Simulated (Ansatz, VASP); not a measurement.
## Two plane-wave programs on Li2S

```
CELL_PARAMETERS angstrom
0.00000 2.84488 2.84488
2.84488 0.00000 2.84488
2.84488 2.84488 0.00000
ATOMIC_POSITIONS crystal
Li 0.25000 0.25000 0.25000
Li 0.75000 0.75000 0.75000
S 0.00000 0.00000 0.00000
```

Alike in both runs: functional r2SCAN; k mesh 5 × 5 × 5; occupations tetrahedron; no spin polarisation.

Ansatz relaxed the structure, and its values are those at the end. VASP's run is a single point on that final structure, the one shown.

|  | VASP | Ansatz |
| --- | --- | --- |
| version | VASP 6.6.1 | Ansatz 0.2.0 |
| potentials or method | VASP PAW PBE potentials, release 64 (Li_sv, S), cutoff 830 eV | PAW plane waves |
| valence electrons in the cell | 12 | 12 |

|  | VASP | Ansatz | Ansatz less VASP |
| --- | --- | --- | --- |
| gap on the k mesh at the Fermi level (eV) | 4.16 | 4.17 | +0.016 |
| pressure (GPa) | -0.2 | 0.0 | +0.21 |

VASP's potentials were made for PBE, not for r2SCAN. Ansatz's warnings: band table not solved further, forces under tetrahedra, tetrahedron derivatives may miss energy slope.
